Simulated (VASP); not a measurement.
# AlN (b) (P6_3mc) in VASP: single point with PBE

Aim: the single point of AlN (b) with PBE.

Everything below comes from runs of VASP 6.6.1. Logs are shortened: lines on timing, memory, paths and dates and some standing lists are left out, and cuts for length are marked.

### Step 1. The cell of the first run

The structure is hexagonal, space group P6_3mc (No. 186). Conventional cell: a = 3.118 Å, b = 3.118 Å, c = 5.051 Å, α = 90.00°, β = 90.00°, γ = 120.00°. Within 2.5 Å of Al (site symmetry 3m) lie 4 N at 1.90 to 1.91 Å. N (site symmetry 3m) has 4 Al at 1.90 to 1.91 Å within 2.5 Å.

### Step 2. Single point, PBE

INCAR reads:

```
PREC = Accurate
ENCUT = 600
EDIFF = 1E-6
ISMEAR = 0
SIGMA = 0.1
LREAL = False
LASPH = True
NELM = 120
ALGO = Normal
ISIF = 2
LWAVE = False
LCHARG = False
GGA = PE
NBANDS = 16
GGA_COMPAT = False
```

KPOINTS reads:

```
regular mesh
0
Gamma
  6 6 4
```

POSCAR reads:

```
AlN
1.0
    3.1179847954      0.0000000000      0.0000000000
   -1.5589923977      2.7002540414      0.0000000000
    0.0000000000      0.0000000000      5.0511353685
Al N
2 2
Direct
    0.3333333333      0.6666666667      0.0000000000
    0.6666666667      0.3333333333      0.5000000000
    0.3333333333      0.6666666667      0.3780000000
    0.6666666667      0.3333333333      0.8780000000
```

Potentials or basis: VASP PAW PBE potentials, release 64 (Al, N).

Launch:

```console
$ cat potpaw_PBE.64/Al/POTCAR potpaw_PBE.64/N/POTCAR > POTCAR
$ mpirun -np 1 vasp_std > vasp.out
```

OUTCAR:

```text
PREC = Accurate
   ENCUT = 600
   EDIFF = 1E-6
   ISMEAR = 0
   LREAL = False
   LASPH = True
   NELM = 120
   ISIF = 2
   GGA = PE

 ion  position               nearest neighbor table
   1  0.333  0.667  0.000-   4 1.90   4 1.90   4 1.90   3 1.91   2 3.10   2 3.10   2 3.10   2 3.10
                             2 3.10   2 3.10
   2  0.667  0.333  0.500-   3 1.90   3 1.90   3 1.90   4 1.91   1 3.10   1 3.10   1 3.10   1 3.10
                             1 3.10   1 3.10
   3  0.333  0.667  0.378-   2 1.90   2 1.90   2 1.90   1 1.91
   4  0.667  0.333  0.878-   1 1.90   1 1.90   1 1.90   2 1.91

  LATTYP: Found a hexagonal cell.
 ALAT       =     3.1179847954
 C/A-ratio  =     1.6200000000

  Lattice vectors:

 A1 = (   3.1179847954,   0.0000000000,   0.0000000000)
 A2 = (  -1.5589923977,   2.7002540414,   0.0000000000)
 A3 = (   0.0000000000,   0.0000000000,   5.0511353685)

Analysis of symmetry for initial positions (statically):
=====================================================================
 Subroutine PRICEL returns:
 Original cell was already a primitive cell.

 Routine SETGRP: Setting up the symmetry group for a
 hexagonal supercell.

 Subroutine GETGRP returns: Found 12 space group operations
 (whereof  6 operations were pure point group operations)
 out of a pool of 24 trial point group operations.

The static configuration has the point symmetry C_3v.
 The point group associated with its full space group is C_6v.

Analysis of symmetry for dynamics (positions and initial velocities):
=====================================================================
 Subroutine PRICEL returns:
 Original cell was already a primitive cell.

 Routine SETGRP: Setting up the symmetry group for a
 hexagonal supercell.

 Subroutine GETGRP returns: Found 12 space group operations
 (whereof  6 operations were pure point group operations)
 out of a pool of 24 trial point group operations.

The dynamic configuration has the point symmetry C_3v.
 The point group associated with its full space group is C_6v.

 Subroutine INISYM returns: Found 12 space group operations
 (whereof  6 operations are pure point group operations),
 and found     1 'primitive' translations

----------------------------------------------------------------------------------------

                                     Primitive cell

  volume of cell :      42.5273

  direct lattice vectors                    reciprocal lattice vectors
     3.117984795  0.000000000  0.000000000     0.320719973  0.185167763  0.000000000
    -1.558992398  2.700254041  0.000000000     0.000000000  0.370335526  0.000000000
     0.000000000  0.000000000  5.051135368     0.000000000  0.000000000  0.197975292

  length of vectors
     3.117984795  3.117984795  5.051135368     0.370335526  0.370335526  0.197975292

  position of ions in fractional coordinates (direct lattice)
     0.333333333  0.666666667  0.000000000
     0.666666667  0.333333333  0.500000000
     0.333333333  0.666666667  0.378000000
     0.666666667  0.333333333  0.878000000

  ion indices of the primitive-cell ions
   primitive index   ion index
                 1           1
                 2           2
                 3           3
                 4           4

----------------------------------------------------------------------------------------

 KPOINTS: regular mesh

Automatic generation of k-mesh.
 Grid dimensions read from file:
 generate k-points for:    6    6    4

 Generating k-lattice:

  Cartesian coordinates                     Fractional coordinates (reciprocal lattice)
     0.053453329  0.030861294  0.000000000     0.166666667 -0.000000000  0.000000000
     0.000000000  0.061722588  0.000000000     0.000000000  0.166666667  0.000000000
     0.000000000  0.000000000  0.049493823     0.000000000  0.000000000  0.250000000

  Length of vectors
     0.061722588  0.061722588  0.049493823

  Shift w.r.t. Gamma in fractional coordinates (k-lattice)
     0.000000000  0.000000000  0.000000000

 Subroutine IBZKPT returns following result:
 ===========================================

 Found     21 irreducible k-points:

 Following reciprocal coordinates:
            Coordinates               Weight
  0.000000  0.000000  0.000000      1.000000
  0.166667  0.000000  0.000000      6.000000
  0.333333 -0.000000  0.000000      6.000000
  0.500000  0.000000  0.000000      3.000000
  0.166667  0.166667  0.000000      6.000000
  0.333333  0.166667  0.000000     12.000000
[... 13 lines left out ...]
  0.333333  0.166667  0.500000     12.000000
  0.333333  0.333333  0.500000      2.000000
   k-points           NKPTS =     21   k-points in BZ     NKDIM =     21   number of bands    NBANDS=     16
   number of dos      NEDOS =    301   number of ions     NIONS =      4
   total plane-waves  NPLWV =  31360
   dimension x,y,z NGX =    28 NGY =   28 NGZ =   40
   dimension x,y,z NGXF=    56 NGYF=   56 NGZF=   80
   ions per type =               2   2
   NGX,Y,Z   is equivalent  to a cutoff of  14.93, 14.93, 13.17 a.u.
   NGXF,Y,Z  is equivalent  to a cutoff of  29.86, 29.86, 26.33 a.u.
 SYSTEM =  unknown system
   PREC   = accura    normal or accurate (medium, high low for compatibility)
   ISTART =      0    job   : 0-new  1-cont  2-samecut
   ICHARG =      2    charge: 1-file 2-atom 10-const
   ISPIN  =      1    spin polarized calculation?
   LNONCOLLINEAR =      F non collinear calculations
   LSORBIT =      F    spin-orbit coupling
   LASPH  =      T    aspherical Exc in radial PAW
   ENCUT  =  600.0 eV  44.10 Ry    6.64 a.u.   6.23  6.23 10.09*2*pi/ulx,y,z
   NELM   =    120;   NELMIN=  2; NELMDL= -5     # of ELM steps
   EDIFF  = 0.1E-05   stopping-criterion for ELM
   LREAL  =      F    real-space projection
   EDIFFG = 0.1E-04   stopping-criterion for IOM
   NSW    =      0    number of steps for IOM
   IBRION =     -1    ionic relax: 0-MD 1-quasi-New 2-CG
   NFREE  =      0    steps in history (QN), initial steepest desc. (CG)
   ISIF   =      2    stress and relaxation
   ISYM   =      2    0-nonsym 1-usesym 2-fastsym
   POTIM  = 0.5000    time-step for ionic-motion
   TEBEG  =    0.0;   TEEND  =   0.0 temperature during run
   PSTRESS=    0.0 pullay stress
   NELECT =      16.0000    total number of electrons
   NUPDOWN=      -1.0000    fix difference up-down
   EMIN   =  10.00;   EMAX   =-10.00  energy-range for DOS
   EFERMI =   0.00;   METHOD = LEGACY
   ISMEAR =     0;   SIGMA  =   0.10  broadening in eV -4-tet -1-fermi 0-gaus
   EFERMI_NEDOS =   21; number of points for ismear=-14 and -15
   IALGO  =     38    algorithm
   IMIX   =      4    mixing-type and parameters
     AMIX     =   0.40;   BMIX     =  1.00
     AMIX_MAG =   1.60;   BMIX_MAG =  1.00
  volume/ion in A,a.u.               =      10.63        71.75
  Fermi-wavevector in a.u.,A,eV,Ry     =   1.181841  2.233355 19.003903  1.396747
  Thomas-Fermi vector in A             =   2.318106
   LORBIT       =      0    0 simple, 1 ext, 2 COOP (PROOUT), +10 PAW based schemes
   GGA     = PE    functional components
   LHFCALC =     F    Hartree Fock is set to
   AEXX    =    0.0000 exact exchange contribution
   IVDW    =     0    specifies the selected vdW correction
   LEPSILON=     F    determine dielectric tensor
   LRPA    =     F    only Hartree local field effects (RPA)
 non-spin polarized calculation
 Gauss-broadening in eV      SIGMA  =   0.10
  energy-cutoff  :      600.00
  volume of cell :       42.53
 maximum number of plane-waves:      1448
 NGX is ok and might be reduce to    28
   NGX = 13   NGY = 13   NGZ = 21

 number of electron      16.0000001 magnetization

 Free energy of the ion-electron system (eV)
  ---------------------------------------------------
  ext. energy  EPLUGINS =         0.00000000
  ---------------------------------------------------
  free energy    TOTEN  =       -29.77852518 eV

  energy without entropy =      -29.77852518  energy(sigma->0) =      -29.77852518

 E-fermi :   6.2875     XC(G=0): -10.8329

 val. band max:        5.8860931612   @ k =   0.0000   0.0000   0.0000
 cond. band min:      10.0150820775   @ k =   0.0000   0.0000   0.0000
 fundamental gap:      4.1289889162
 Fermi energy:         6.2874995471

 k-point     1 :       0.0000    0.0000    0.0000
  band No.  band energies     occupation
      1      -9.0978      2.00000
      2      -7.0517      2.00000
      3       0.0150      2.00000
      4       5.1964      2.00000
      5       5.1964      2.00000
      6       5.8109      2.00000
[... 8 lines left out ...]
     15      19.0318      0.00000
     16      19.0318      0.00000

 k-point     2 :       0.1667    0.0000    0.0000
  band No.  band energies     occupation
      1      -8.7553      2.00000
      2      -6.8616      2.00000
      3       0.4294      2.00000
      4       3.7725      2.00000
      5       4.5064      2.00000
      6       4.8091      2.00000
[... 8 lines left out ...]
     15      18.2734      0.00000
     16      18.7025      0.00000

 k-point     3 :       0.3333   -0.0000    0.0000
  band No.  band energies     occupation
      1      -7.8741      2.00000
      2      -6.5173      2.00000
      3       1.5129      2.00000
      4       1.6097      2.00000
      5       2.6774      2.00000
      6       4.2240      2.00000
[... 8 lines left out ...]
     15      17.8757      0.00000
     16      20.2843      0.00000

 k-point     4 :       0.5000    0.0000    0.0000
  band No.  band energies     occupation
      1      -7.1668      2.00000
      2      -6.5049      2.00000
      3       0.5966      2.00000
      4       1.8305      2.00000
      5       2.6567      2.00000
      6       3.9796      2.00000
[... 8 lines left out ...]
     15      18.6913      0.00000
     16      20.8376      0.00000
[... 267 lines left out ...]
 k-point    19 :       0.1667    0.1667    0.5000
  band No.  band energies     occupation
      1      -7.4476      2.00000
      2      -7.4476      2.00000
      3       1.8186      2.00000
      4       1.8186      2.00000
      5       4.1777      2.00000
      6       4.1777      2.00000
[... 8 lines left out ...]
     15      18.7976      0.00000
     16      18.7976      0.00000

 k-point    20 :       0.3333    0.1667    0.5000
  band No.  band energies     occupation
      1      -6.8332      2.00000
      2      -6.8332      2.00000
      3       0.9009      2.00000
      4       0.9009      2.00000
      5       3.4147      2.00000
      6       3.4147      2.00000
[... 8 lines left out ...]
     15      19.3015      0.00000
     16      19.3015      0.00000

 k-point    21 :       0.3333    0.3333    0.5000
  band No.  band energies     occupation
      1      -6.6114      2.00000
      2      -6.6114      2.00000
      3       1.2210      2.00000
      4       1.2210      2.00000
      5       2.1925      2.00000
      6       2.1925      2.00000
[... 8 lines left out ...]
     15      19.7217      0.00000
     16      19.7217      0.00000

------------------------ aborting loop because EDIFF is reached ----------------------------------------

  FORCE on cell =-STRESS in cart. coord.  units (eV):
  Direction    XX          YY          ZZ          XY          YZ          ZX
  --------------------------------------------------------------------------------------
  -------------------------------------------------------------------------------------
  Total        0.1654664      0.1654664     -0.3448767      0.0000000      0.0000000      0.0000000
  in kB        6.2337979      6.2337979    -12.9929218      0.0000000      0.0000000      0.0000000
  external PRESSURE =      -0.1751087 kB  Pullay stress =       0.0000000 kB

 VOLUME and BASIS-vectors are now :
 -----------------------------------------------------------------------------
  energy-cutoff  :      600.00
  volume of cell :       42.53
      direct lattice vectors                 reciprocal lattice vectors
     3.117984795  0.000000000  0.000000000     0.320719973  0.185167763  0.000000000
    -1.558992398  2.700254041  0.000000000     0.000000000  0.370335526  0.000000000
     0.000000000  0.000000000  5.051135368     0.000000000  0.000000000  0.197975292

 POSITION                                       TOTAL-FORCE (eV/Angst)
 -----------------------------------------------------------------------------------
     -0.00000      1.80017      0.00000        -0.000000      0.000000     -0.106785
      1.55899      0.90008      2.52557         0.000000     -0.000000     -0.106785
     -0.00000      1.80017      1.90933        -0.000000      0.000000      0.106785
      1.55899      0.90008      4.43490         0.000000     -0.000000      0.106785
 -----------------------------------------------------------------------------------
    total drift:                               -0.000000      0.000000      0.000595

  FREE ENERGIE OF THE ION-ELECTRON SYSTEM (eV)
  ---------------------------------------------------
  free  energy   TOTEN  =       -29.7785251805 eV

  energy  without entropy=      -29.7785251805  energy(sigma->0) =      -29.77852518
```

Wall time 17 s (1 thread of AMD EPYC 9R45 (Zen 5), shared host); peak memory 0.14 GiB.

Results:

| Item | Value |
| --- | --- |
| Free energy | -29.7785 eV |
| Pressure | 0.0 GPa |
| Largest force | 0.107 eV/Å |
| Band gap on the k mesh | 4.13 eV, direct |

Forces in eV/Å, atoms in the order of the input:
```
Al   0.000  0.000 -0.107
Al   0.000  0.000 -0.107
N    0.000  0.000  0.107
N    0.000  0.000  0.107
```
